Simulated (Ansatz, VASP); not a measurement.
# ScPt: VASP beside Ansatz

```
Sc Pt
1.0
     3.25906    0.00000    0.00000
     0.00000    3.25906    0.00000
     0.00000    0.00000    3.25906
Sc Pt
1 1
Direct
  0.50000 0.50000 0.50000
  0.00000 0.00000 0.00000
```

Change from the starting cell: volume scaled by 0.99.

Alike in both runs: task single point; functional LDA; k mesh 10 × 10 × 10; occupations fermi-dirac, width 0.05 eV; no spin polarisation.

```csv
,VASP,Ansatz
version,VASP 6.6.1,Ansatz 0.2.0
potentials or method,"VASP PAW LDA potentials, release 64 (Sc_sv, Pt), cutoff 520 eV","all-electron LAPW, scalar-relativistic"
```

VASP gave:

- pressure (GPa): -3.4

Q: What did Ansatz give for the same quantities?

A: Pressure (GPa): -4.0.

LDA's correlation is that of Perdew and Zunger in VASP and of Perdew and Wang (1992) in Ansatz. Ansatz ran all-electron here, and VASP with PAW potentials.

Neither program's run includes spin-orbit coupling.
